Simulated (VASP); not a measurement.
# SiC (F-43m) in VASP: a series of runs

Runs on SiC. Level: PBEsol. Tasks: single point.

All numbers are computed with VASP 6.6.1; they aren't measurements. Logs are shortened: lines on timing, memory, paths and dates and some standing lists are left out, and cuts for length are marked.

**What was measured.**

From “Insight into the structural, elastic and electronic properties of a new orthorhombic 6O-SiC polytype”, 2020, pmc:7200658, for a bulk crystal of SiC: band gap 2.4 eV (indirect).

The results are compared with them further down.

**1. The cell of the first run**

Symmetry: F-43m, No. 216, cubic system. The conventional cell has a = 4.328 Å, b = 4.328 Å, c = 4.328 Å, α = 90.00°, β = 90.00°, γ = 90.00°. Si (site symmetry -43m) has 4 C at 1.87 Å within 2.5 Å. C (site symmetry -43m) has 4 Si at 1.87 Å within 2.5 Å.

**2. Single point, PBEsol (volume scaled by 0.98)**

Input file INCAR:

```
SYSTEM = SiC
PREC = Accurate
ENCUT = 520
EDIFF = 1E-6
ISMEAR = 0
SIGMA = 0.01
LREAL = .False.
LASPH = .True.
NELM = 100
ALGO = Normal
ISIF = 2
LWAVE = .False.
LCHARG = .False.
GGA = PS
NBANDS = 11
```

Input file KPOINTS:

```
Automatic mesh
0
Gamma
  12 12 12
  0 0 0
```

Input file POSCAR:

```
SiC
1.0
    0.0000000000      2.1637864231      2.1637864231
    2.1637864231      0.0000000000      2.1637864231
    2.1637864231      2.1637864231      0.0000000000
Si C
1 1
Direct
    0.0000000000      0.0000000000      0.0000000000
    0.7500000000      0.7500000000      0.7500000000
```

Potentials or basis: VASP PAW PBE potentials, release 64 (Si, C).

The run is started by

```console
$ cat potpaw_PBE.64/Si/POTCAR potpaw_PBE.64/C/POTCAR > POTCAR
$ mpirun -np 1 vasp_std > vasp.out
```

OUTCAR:

```text
SYSTEM = SiC
   PREC = Accurate
   ENCUT = 520
   EDIFF = 1E-6
   ISMEAR = 0
   LREAL = .False.
   LASPH = .True.
   NELM = 100
   ISIF = 2
   GGA = PS

 ion  position               nearest neighbor table
   1  0.000  0.000  0.000-   2 1.87   2 1.87   2 1.87   2 1.87
   2  0.750  0.750  0.750-   1 1.87   1 1.87   1 1.87   1 1.87

  LATTYP: Found a face centered cubic cell.
 ALAT       =     4.3275728462

  Lattice vectors:

 A1 = (   0.0000000000,   2.1637864231,   2.1637864231)
 A2 = (   2.1637864231,   0.0000000000,   2.1637864231)
 A3 = (   2.1637864231,   2.1637864231,   0.0000000000)

Analysis of symmetry for initial positions (statically):
=====================================================================
 Subroutine PRICEL returns:
 Original cell was already a primitive cell.

 Routine SETGRP: Setting up the symmetry group for a
 face centered cubic supercell.

 Subroutine GETGRP returns: Found 24 space group operations
 (whereof 24 operations were pure point group operations)
 out of a pool of 48 trial point group operations.

The static configuration has the point symmetry T_d .

Analysis of symmetry for dynamics (positions and initial velocities):
=====================================================================
 Subroutine PRICEL returns:
 Original cell was already a primitive cell.

 Routine SETGRP: Setting up the symmetry group for a
 face centered cubic supercell.

 Subroutine GETGRP returns: Found 24 space group operations
 (whereof 24 operations were pure point group operations)
 out of a pool of 48 trial point group operations.

The dynamic configuration has the point symmetry T_d .

 Subroutine INISYM returns: Found 24 space group operations
 (whereof 24 operations are pure point group operations),
 and found     1 'primitive' translations

----------------------------------------------------------------------------------------

                                     Primitive cell

  volume of cell :      20.2616

  direct lattice vectors                    reciprocal lattice vectors
     0.000000000  2.163786423  2.163786423    -0.231076411  0.231076411  0.231076411
     2.163786423  0.000000000  2.163786423     0.231076411 -0.231076411  0.231076411
     2.163786423  2.163786423  0.000000000     0.231076411  0.231076411 -0.231076411

  length of vectors
     3.060056106  3.060056106  3.060056106     0.400236084  0.400236084  0.400236084

  position of ions in fractional coordinates (direct lattice)
     0.000000000  0.000000000  0.000000000
     0.750000000  0.750000000  0.750000000

  ion indices of the primitive-cell ions
   primitive index   ion index
                 1           1
                 2           2

----------------------------------------------------------------------------------------

 KPOINTS: Automatic mesh

Automatic generation of k-mesh.
 Grid dimensions read from file:
 generate k-points for:   12   12   12

 Generating k-lattice:

  Cartesian coordinates                     Fractional coordinates (reciprocal lattice)
    -0.019256368  0.019256368  0.019256368     0.083333333  0.000000000  0.000000000
     0.019256368 -0.019256368  0.019256368     0.000000000  0.083333333  0.000000000
     0.019256368  0.019256368 -0.019256368     0.000000000  0.000000000  0.083333333

  Length of vectors
     0.033353007  0.033353007  0.033353007

  Shift w.r.t. Gamma in fractional coordinates (k-lattice)
     0.000000000  0.000000000  0.000000000

 Subroutine IBZKPT returns following result:
 ===========================================

 Found     72 irreducible k-points:

 Following reciprocal coordinates:
            Coordinates               Weight
  0.000000  0.000000  0.000000      1.000000
  0.083333  0.000000  0.000000      8.000000
  0.166667  0.000000  0.000000      8.000000
  0.250000  0.000000  0.000000      8.000000
  0.333333  0.000000  0.000000      8.000000
  0.416667  0.000000  0.000000      8.000000
[... 16 lines left out ...]
  0.500000  0.166667  0.000000     24.000000
 -0.416667  0.166667  0.000000     24.000000
 [... further k-points ...]
   k-points           NKPTS =     72   k-points in BZ     NKDIM =     72   number of bands    NBANDS=     11
   number of dos      NEDOS =    301   number of ions     NIONS =      2
   total plane-waves  NPLWV =  13824
   dimension x,y,z NGX =    24 NGY =   24 NGZ =   24
   dimension x,y,z NGXF=    48 NGYF=   48 NGZF=   48
   ions per type =               1   1
   NGX,Y,Z   is equivalent  to a cutoff of  13.04, 13.04, 13.04 a.u.
   NGXF,Y,Z  is equivalent  to a cutoff of  26.08, 26.08, 26.08 a.u.
 SYSTEM =  SiC
   PREC   = accura    normal or accurate (medium, high low for compatibility)
   ISTART =      0    job   : 0-new  1-cont  2-samecut
   ICHARG =      2    charge: 1-file 2-atom 10-const
   ISPIN  =      1    spin polarized calculation?
   LNONCOLLINEAR =      F non collinear calculations
   LSORBIT =      F    spin-orbit coupling
   LASPH  =      T    aspherical Exc in radial PAW
   ENCUT  =  520.0 eV  38.22 Ry    6.18 a.u.   5.69  5.69  5.69*2*pi/ulx,y,z
   NELM   =    100;   NELMIN=  2; NELMDL= -5     # of ELM steps
   EDIFF  = 0.1E-05   stopping-criterion for ELM
   LREAL  =      F    real-space projection
   EDIFFG = 0.1E-04   stopping-criterion for IOM
   NSW    =      0    number of steps for IOM
   IBRION =     -1    ionic relax: 0-MD 1-quasi-New 2-CG
   NFREE  =      0    steps in history (QN), initial steepest desc. (CG)
   ISIF   =      2    stress and relaxation
   ISYM   =      2    0-nonsym 1-usesym 2-fastsym
   POTIM  = 0.5000    time-step for ionic-motion
   TEBEG  =    0.0;   TEEND  =   0.0 temperature during run
   PSTRESS=    0.0 pullay stress
   NELECT =       8.0000    total number of electrons
   NUPDOWN=      -1.0000    fix difference up-down
   EMIN   =  10.00;   EMAX   =-10.00  energy-range for DOS
   EFERMI =   0.00;   METHOD = LEGACY
   ISMEAR =     0;   SIGMA  =   0.01  broadening in eV -4-tet -1-fermi 0-gaus
   EFERMI_NEDOS =   21; number of points for ismear=-14 and -15
   IALGO  =     38    algorithm
   IMIX   =      4    mixing-type and parameters
     AMIX     =   0.40;   BMIX     =  1.00
     AMIX_MAG =   1.60;   BMIX_MAG =  1.00
  volume/ion in A,a.u.               =      10.13        68.37
  Fermi-wavevector in a.u.,A,eV,Ry     =   1.201011  2.269582 19.625427  1.442428
  Thomas-Fermi vector in A             =   2.336832
   LORBIT       =      0    0 simple, 1 ext, 2 COOP (PROOUT), +10 PAW based schemes
   GGA     = PS    functional components
   LHFCALC =     F    Hartree Fock is set to
   AEXX    =    0.0000 exact exchange contribution
   IVDW    =     0    specifies the selected vdW correction
   LEPSILON=     F    determine dielectric tensor
   LRPA    =     F    only Hartree local field effects (RPA)
 non-spin polarized calculation
 Gauss-broadening in eV      SIGMA  =   0.01
  energy-cutoff  :      520.00
  volume of cell :       20.26
 maximum number of plane-waves:       560
   NGX = 11   NGY = 11   NGZ = 11

 number of electron       8.0000000 magnetization

 Free energy of the ion-electron system (eV)
  ---------------------------------------------------
  ext. energy  EPLUGINS =         0.00000000
  ---------------------------------------------------
  free energy    TOTEN  =       -15.90815237 eV

  energy without entropy =      -15.90815237  energy(sigma->0) =      -15.90815237

 E-fermi :   8.3370     XC(G=0): -11.5957

 val. band max:        8.2941823132   @ k =   0.0000   0.0000   0.0000
 cond. band min:       9.5087199020   @ k =   0.5000   0.5000   0.0000
 fundamental gap:      1.2145375888
 Fermi energy:         8.3370343634

 k-point     1 :       0.0000    0.0000    0.0000
  band No.  band energies     occupation
      1      -7.2964      2.00000
      2       8.2942      2.00000
      3       8.2942      2.00000
      4       8.2942      2.00000
      5      14.7262      0.00000
      6      15.6829      0.00000
      7      15.6829      0.00000
      8      15.6829      0.00000
      9      22.8745      0.00000
     10      22.8745      0.00000
     11      24.8839      0.00000

 k-point     2 :       0.0833    0.0000    0.0000
  band No.  band energies     occupation
      1      -7.1577      2.00000
      2       7.5612      2.00000
      3       8.1981      2.00000
      4       8.1981      2.00000
      5      14.9356      0.00000
      6      15.8620      0.00000
      7      15.8620      0.00000
      8      15.8622      0.00000
      9      22.0911      0.00000
     10      22.0911      0.00000
     11      24.6855      0.00000

 k-point     3 :       0.1667    0.0000    0.0000
  band No.  band energies     occupation
      1      -6.7456      2.00000
      2       5.8957      2.00000
      3       7.9607      2.00000
      4       7.9607      2.00000
      5      14.7628      0.00000
      6      16.2042      0.00000
      7      16.2042      0.00000
      8      16.7853      0.00000
      9      21.2776      0.00000
     10      21.2776      0.00000
     11      23.9216      0.00000

 k-point     4 :       0.2500    0.0000    0.0000
  band No.  band energies     occupation
      1      -6.0742      2.00000
      2       3.9416      2.00000
      3       7.6822      2.00000
      4       7.6822      2.00000
      5      14.4044      0.00000
      6      16.2632      0.00000
      7      16.2632      0.00000
      8      17.7561      0.00000
      9      21.4396      0.00000
     10      21.4396      0.00000
     11      23.4196      0.00000

 k-point     5 :       0.3333    0.0000    0.0000
  band No.  band energies     occupation
      1      -5.1807      2.00000
      2       2.0203      2.00000
      3       7.4428      2.00000
      4       7.4428      2.00000
      5      14.1048      0.00000
      6      15.9639      0.00000
      7      15.9639      0.00000
      8      18.2589      0.00000
      9      22.6437      0.00000
     10      22.6437      0.00000
     11      23.5889      0.00000
[... 211 lines left out ...]
 k-point    21 :       0.3333    0.1667    0.0000
  band No.  band energies     occupation
      1      -5.3258      2.00000
      2       3.4645      2.00000
      3       6.4762      2.00000
      4       6.5174      2.00000
      5      13.1815      0.00000
      6      15.9190      0.00000
      7      17.3924      0.00000
      8      18.0403      0.00000
      9      21.0473      0.00000
     10      24.5243      0.00000
     11      26.1491      0.00000

 k-point    22 :       0.4167    0.1667    0.0000
  band No.  band energies     occupation
      1      -4.3955      2.00000
      2       1.7494      2.00000
      3       5.9496      2.00000
      4       6.4276      2.00000
      5      13.0351      0.00000
      6      16.2766      0.00000
      7      17.6487      0.00000
      8      17.8978      0.00000
      9      21.8465      0.00000
     10      25.7231      0.00000
     11      26.2828      0.00000

 k-point    23 :       0.5000    0.1667    0.0000
  band No.  band energies     occupation
      1      -3.4779      2.00000
      2       0.3796      2.00000
      3       5.4811      2.00000
      4       6.5131      2.00000
      5      13.0883      0.00000
      6      16.2065      0.00000
      7      17.1930      0.00000
      8      19.0579      0.00000
      9      22.3153      0.00000
     10      25.7315      0.00000
     11      26.5898      0.00000

 k-point    24 :      -0.4167    0.1667    0.0000
  band No.  band energies     occupation
      1      -3.2856      2.00000
      2       0.1269      2.00000
      3       5.1580      2.00000
      4       6.7597      2.00000
      5      13.4055      0.00000
      6      16.1150      0.00000
      7      16.8652      0.00000
      8      19.5972      0.00000
      9      23.0626      0.00000
     10      23.7946      0.00000
     11      26.5501      0.00000

 [... further k-points ...]

------------------------ aborting loop because EDIFF is reached ----------------------------------------

  FORCE on cell =-STRESS in cart. coord.  units (eV):
  Direction    XX          YY          ZZ          XY          YZ          ZX
  --------------------------------------------------------------------------------------
  -------------------------------------------------------------------------------------
  Total        0.6357219      0.6357219      0.6357219     -0.0000000      0.0000000     -0.0000000
  in kB       50.2695002     50.2695002     50.2695002     -0.0000000      0.0000000     -0.0000000
  external PRESSURE =      50.2695002 kB  Pullay stress =       0.0000000 kB

 VOLUME and BASIS-vectors are now :
 -----------------------------------------------------------------------------
  energy-cutoff  :      520.00
  volume of cell :       20.26
      direct lattice vectors                 reciprocal lattice vectors
     0.000000000  2.163786423  2.163786423    -0.231076411  0.231076411  0.231076411
     2.163786423  0.000000000  2.163786423     0.231076411 -0.231076411  0.231076411
     2.163786423  2.163786423  0.000000000     0.231076411  0.231076411 -0.231076411

 POSITION                                       TOTAL-FORCE (eV/Angst)
 -----------------------------------------------------------------------------------
      0.00000      0.00000      0.00000         0.000000     -0.000000     -0.000000
      3.24568      3.24568      3.24568        -0.000000      0.000000      0.000000
 -----------------------------------------------------------------------------------
    total drift:                               -0.000000     -0.000000     -0.000000

  FREE ENERGIE OF THE ION-ELECTRON SYSTEM (eV)
  ---------------------------------------------------
  free  energy   TOTEN  =       -15.9081523734 eV

  energy  without entropy=      -15.9081523734  energy(sigma->0) =      -15.90815237
```

It took 10 s on 1 thread of Intel Xeon Platinum 8259CL at 2.50GHz (Skylake/Cascade Lake), shared host; peak memory 0.14 GiB.

What came out:

```
Free energy            : -15.9082 eV
Pressure               : 5.0 GPa
Band gap on the k mesh : 1.21 eV, indirect (least direct gap 4.46 eV)
```

Caveat: the PAW data sets were made with another functional, which shifts forces and pressure a little.

[end of part 1 of 2]
